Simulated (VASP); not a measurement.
# CuOs2 (P4/nmm) in VASP: further runs, part 2 of 2

VASP 6.6.1. Earlier steps stand in the parts before.

### Step 4. Single point, PBE

This run uses another cell than the first one, of 14.49 Å³/atom.

The input, INCAR:

```
ALGO = Normal
EDIFF = 1E-6
ENCUT = 600
GGA = PE
GGA_COMPAT = False
ISIF = 2
ISMEAR = 0
LASPH = True
LCHARG = False
LREAL = False
LWAVE = False
NBANDS = 36
NELM = 120
PREC = Accurate
SIGMA = 0.1
```

The input, KPOINTS:

```
k-points
0
Gamma
  10 10 6
```

The input, POSCAR:

```
CuOs2
1.0
    3.7273141227      0.0000000000      0.0000000000
    0.0000000000      3.7273141227      0.0000000000
    0.0000000000      0.0000000000      6.2580734857
Cu Os
2 4
Direct
    0.0000000000      0.5000000000      0.6901299376
    0.5000000000      0.0000000000      0.3098700624
    0.0000000000      0.0000000000      0.0000000000
    0.5000000000      0.5000000000      0.0000000000
    0.0000000000      0.5000000000      0.2978406748
    0.5000000000      0.0000000000      0.7021593252
```

Potentials or basis: VASP PAW PBE potentials, release 64 (Cu, Os).

Launch:

```console
cat potpaw_PBE.64/Cu/POTCAR potpaw_PBE.64/Os/POTCAR > POTCAR
mpirun -np 1 vasp_std > vasp.out
```

OUTCAR:

```text
EDIFF = 1E-6
   ENCUT = 600
   GGA = PE
   ISIF = 2
   ISMEAR = 0
   LASPH = True
   LREAL = False
   NELM = 120
   PREC = Accurate

 ion  position               nearest neighbor table
   1  0.000  0.500  0.690-   5 2.45   6 2.64   6 2.64   6 2.64   6 2.64   3 2.69   4 2.69   4 2.69
                             3 2.69
   2  0.500  0.000  0.310-   6 2.45   5 2.64   5 2.64   5 2.64   5 2.64   3 2.69   3 2.69   4 2.69
                             4 2.69
   3  0.000  0.000  0.000-   4 2.64   4 2.64   4 2.64   4 2.64   5 2.64   6 2.64   6 2.64   5 2.64
                             2 2.69   1 2.69   2 2.69   1 2.69
   4  0.500  0.500  0.000-   3 2.64   3 2.64   3 2.64   3 2.64   6 2.64   6 2.64   5 2.64   5 2.64
                             1 2.69   2 2.69   2 2.69   1 2.69
   5  0.000  0.500  0.298-   1 2.45   3 2.64   4 2.64   3 2.64   4 2.64   2 2.64   2 2.64   2 2.64
                             2 2.64
   6  0.500  0.000  0.702-   2 2.45   3 2.64   4 2.64   4 2.64   3 2.64   1 2.64   1 2.64   1 2.64
                             1 2.64

  LATTYP: Found a simple tetragonal cell.
 ALAT       =     3.7273141227
 C/A-ratio  =     1.6789766786

  Lattice vectors:
[... 193 lines left out ...]
 cond. band min:       7.6473309929   @ k =   0.0000   0.0000   0.5000
 fundamental gap:      0.0013586927
 Fermi energy:         7.6472759690

 k-point     1 :       0.0000    0.0000    0.0000
  band No.  band energies     occupation
      1      -2.3207      2.00000
      2       0.3087      2.00000
      3       0.8006      2.00000
      4       1.5120      2.00000
      5       1.8560      2.00000
      6       1.9368      2.00000
[... 925 lines left out ...]
     35      13.1891      0.00000
     36      13.6293      0.00000

 [... further k-points ...]

------------------------ aborting loop because EDIFF is reached ----------------------------------------

  FORCE on cell =-STRESS in cart. coord.  units (eV):
  Direction    XX          YY          ZZ          XY          YZ          ZX
  --------------------------------------------------------------------------------------
  -------------------------------------------------------------------------------------
  Total        0.0990156      0.0990156      0.1238712      0.0000000      0.0000000      0.0000000
  in kB        1.8246578      1.8246578      2.2826964      0.0000000      0.0000000      0.0000000
  external PRESSURE =       1.9773373 kB  Pullay stress =       0.0000000 kB

 VOLUME and BASIS-vectors are now :
 -----------------------------------------------------------------------------
  energy-cutoff  :      600.00
  volume of cell :       86.94
      direct lattice vectors                 reciprocal lattice vectors
     3.727314123  0.000000000  0.000000000     0.268289703  0.000000000  0.000000000
     0.000000000  3.727314123  0.000000000     0.000000000  0.268289703  0.000000000
     0.000000000  0.000000000  6.258073486     0.000000000  0.000000000  0.159793585

 POSITION                                       TOTAL-FORCE (eV/Angst)
 -----------------------------------------------------------------------------------
      0.00000      1.86366      4.31888         0.000000      0.000000     -0.031402
      1.86366      0.00000      1.93919        -0.000000      0.000000      0.031402
      0.00000      0.00000      0.00000        -0.000000      0.000000      0.000000
      1.86366      1.86366      0.00000         0.000000     -0.000000      0.000000
      0.00000      1.86366      1.86391         0.000000      0.000000     -0.028626
      1.86366      0.00000      4.39416         0.000000      0.000000      0.028626
 -----------------------------------------------------------------------------------
    total drift:                                0.000000      0.000000     -0.000000

  FREE ENERGIE OF THE ION-ELECTRON SYSTEM (eV)
  ---------------------------------------------------
  free  energy   TOTEN  =       -48.8364002280 eV

  energy  without entropy=      -48.8104229652  energy(sigma->0) =      -48.82341160
```

OSZICAR:

```text
N       E                     dE             d eps       ncg     rms          rms(c)
DAV:   1     0.539848162177E+03    0.53985E+03   -0.26216E+04  6144   0.215E+03
DAV:   2     0.271451377710E+02   -0.51270E+03   -0.48788E+03  6100   0.501E+02
DAV:   3    -0.475653248690E+02   -0.74710E+02   -0.67611E+02  7116   0.192E+02
[... 11 lines left out ...]
DAV:  15    -0.488363943666E+02    0.15317E-03   -0.46044E-04  9748   0.705E-01    0.286E-02
DAV:  16    -0.488364050256E+02   -0.10659E-04   -0.15104E-04  9380   0.159E-01    0.313E-02
DAV:  17    -0.488364066102E+02   -0.15846E-05   -0.40648E-06  6064   0.238E-02    0.407E-02
DAV:  18    -0.488364006298E+02    0.59805E-05   -0.12474E-05  9088   0.122E-01    0.104E-02
DAV:  19    -0.488364002280E+02    0.40172E-06   -0.34276E-06  4640   0.133E-02
   1 F= -.48836400E+02 E0= -.48823412E+02  d E =-.259773E-01
```

stdout:

```text
POSCAR found type information on POSCAR CuOs
 POSCAR found :  2 types and       6 ions
 scaLAPACK will be used
 LDA part: xc-table for (Slater+PW92), standard interpolation
 POSCAR, INCAR and KPOINTS ok, starting setup
 FFT: planning ... GRIDC
 FFT: planning ... GRID_SOFT
 FFT: planning ... GRID
 WAVECAR not read
 entering main loop
```

It took 3.4 min on 1 thread of Intel Xeon 6975P-C (Granite Rapids), shared host; peak memory 0.39 GiB.

Results:

```yaml
Free_energy: -48.8364 eV
Pressure: 0.2 GPa
Largest_force: 0.031 eV/Å
Band_gap_on_the_k_mesh: zero (bands 27 and 28 overlap by 1.77 eV)
```

Forces on the atoms (eV/Å):
```
Cu   0.000  0.000 -0.031
Cu   0.000  0.000  0.031
Os   0.000  0.000  0.000
Os   0.000  0.000  0.000
Os   0.000  0.000 -0.029
Os   0.000  0.000  0.029
```

Levels at points of the mesh, in eV from the Fermi level:
```
           k point  band 24  band 25  band 26  band 27  band 28  band 29  band 30  band 31
(0.00, 0.00, 0.00)     0.28     0.30     0.43     1.06     1.06     1.24     1.24     1.59
(0.50, 0.00, 0.00)    -1.79    -0.98    -0.98    -0.66    -0.66    -0.50    -0.50     1.32
(0.50, 0.50, 0.00)    -1.35    -0.14    -0.14     0.32     0.32     0.82     0.82     1.56
(0.00, 0.00, 0.50)    -0.40     0.00     0.22     0.52     0.68     0.68     1.55     1.59
(0.50, 0.00, 0.50)    -1.54    -0.90    -0.90    -0.61    -0.61     0.29     0.29     1.29
(0.50, 0.50, 0.50)    -1.52    -0.78    -0.78     0.32     0.32     0.69     0.69     1.53
```

Caveat: spin-orbit coupling is left out, which moves the levels of the heavy elements.

### Step 5. Relaxation of cell and atoms, PBE

The input, INCAR:

```
PREC = Accurate
ENCUT = 600
EDIFF = 1E-7
ISMEAR = 0
SIGMA = 0.1
LREAL = F
LASPH = T
NELM = 120
ALGO = Normal
ISIF = 3
LWAVE = F
LCHARG = F
GGA = PE
IBRION = 2
NSW = 90
EDIFFG = -0.04
GGA_COMPAT = F
NELMIN = 4
```

The input, KPOINTS:

```
regular mesh
0
Gamma
  6 6 4
```

The input, POSCAR:

```
CuOs2
1.0
    3.6287007853      0.0000000000      0.0000000000
    0.0000000000      3.6287007853      0.0000000000
    0.0000000000      0.0000000000      5.5366774758
Cu Os
2 4
Direct
    0.0000000000      0.5000000000      0.7000000000
    0.5000000000      0.0000000000      0.3000000000
    0.0000000000      0.0000000000      0.0000000000
    0.5000000000      0.5000000000      0.0000000000
    0.0000000000      0.5000000000      0.2700000000
    0.5000000000      0.0000000000      0.7300000000
```

Launch:

```console
cat potpaw_PBE.64/Cu/POTCAR potpaw_PBE.64/Os/POTCAR > POTCAR
mpirun -np 1 vasp_std > vasp.out
```

Wall time 19 min (1 thread of Intel Xeon 6975P-C (Granite Rapids), shared host); peak memory 0.25 GiB.

The run converged. Its results:

```yaml
Free_energy: -48.8472 eV
Relaxed_volume: 14.51 Å³/atom
Relaxed_cell: a = 3.731 Å, b = 3.731 Å, c = 6.258 Å, α = 90.00°, β = 90.00°, γ = 90.00°
Space_group_after_relaxing_to_0.1_Å: P4/nmm (No. 129)
Pressure_after_relaxing: -0.2 GPa
Largest_force_after_relaxing: 0.033 eV/Å
Band_gap_on_the_k_mesh: zero (bands 27 and 28 overlap by 1.82 eV)
```

Forces on the atoms (eV/Å):
```
Cu   0.000  0.000 -0.015
Cu   0.000  0.000  0.015
Os   0.000  0.000  0.000
Os   0.000  0.000  0.000
Os   0.000  0.000 -0.033
Os   0.000  0.000  0.033
```

Stress tensor (GPa, compression positive):
```
-0.24  0.00  0.00
 0.00 -0.24  0.00
 0.00  0.00 -0.07
```

Final structure:
```yaml
crystal:
  lattice:
    - [3.73050, 0.00000, 0.00000]
    - [0.00000, 3.73050, 0.00000]
    - [0.00000, 0.00000, 6.25773]
  atoms:
    - { symbol: Cu, position: [0.00000, 0.50000, 0.69048] }
    - { symbol: Cu, position: [0.50000, 0.00000, 0.30952] }
    - { symbol: Os, position: [0.00000, 0.00000, 0.00000] }
    - { symbol: Os, position: [0.50000, 0.50000, 0.00000] }
    - { symbol: Os, position: [0.00000, 0.50000, 0.29756] }
    - { symbol: Os, position: [0.50000, 0.00000, 0.70244] }
```

Levels at points of the mesh, in eV from the Fermi level:
| k point | band 25 | band 26 | band 27 | band 28 | band 29 | band 30 |
| --- | --- | --- | --- | --- | --- | --- |
| (0.00, 0.00, 0.00) | 0.28 | 0.39 | 1.02 | 1.02 | 1.21 | 1.21 |
| (0.50, 0.00, 0.00) | -1.01 | -1.01 | -0.70 | -0.70 | -0.53 | -0.53 |
| (0.50, 0.50, 0.00) | -0.17 | -0.17 | 0.28 | 0.28 | 0.79 | 0.79 |
| (0.00, 0.00, 0.50) | -0.02 | 0.18 | 0.48 | 0.64 | 0.64 | 1.53 |
| (0.50, 0.00, 0.50) | -0.93 | -0.93 | -0.65 | -0.65 | 0.26 | 0.26 |
| (0.50, 0.50, 0.50) | -0.80 | -0.80 | 0.29 | 0.29 | 0.65 | 0.65 |

Caveat: the volume moved by over 15 % at a fixed basis, so the end points are rough; spin-orbit coupling is left out, which moves the levels of the heavy elements.

### Step 6. Overview

| task | cell | k mesh | gap on the mesh (eV) | pressure (GPa) | largest force (eV/Å) |
| --- | --- | --- | --- | --- | --- |
| single point | a = 3.629, b = 3.629, c = 5.537 Å, 6 atoms, atomic positions A | 6 × 6 × 4 | none | 105.1 | 10.09 |
| single point | a = 3.728, b = 3.728, c = 6.254 Å, 6 atoms, atomic positions B | 6 × 6 × 4 | none | 0.5 | 0.04 |
| single point | a = 3.727, b = 3.727, c = 6.258 Å, 6 atoms, atomic positions B | 10 × 10 × 6 | none | 0.2 | 0.03 |
| relaxation of cell and atoms | relaxed from a = 3.629, b = 3.629, c = 5.537 Å, 6 atoms, atomic positions A | 6 × 6 × 4 | none | -0.2 | 0.03 |

Alike in all rows: level PBE; potentials or basis VASP PAW PBE potentials, release 64 (Cu, Os); no spin polarisation; cutoff (eV) 600; smearing gaussian 0.1 eV.

Caveats: spin-orbit coupling is left out, which moves the levels of the heavy elements; the cell stands under pressure (at least some runs); forces of over 1 eV/Å act on the atoms, so gaps and moduli don't describe the material at rest (at least some runs); the volume moved by over 15 % at a fixed basis, so the end points are rough (at least some runs).

Absolute energies hang on the potentials; compare differences alone.
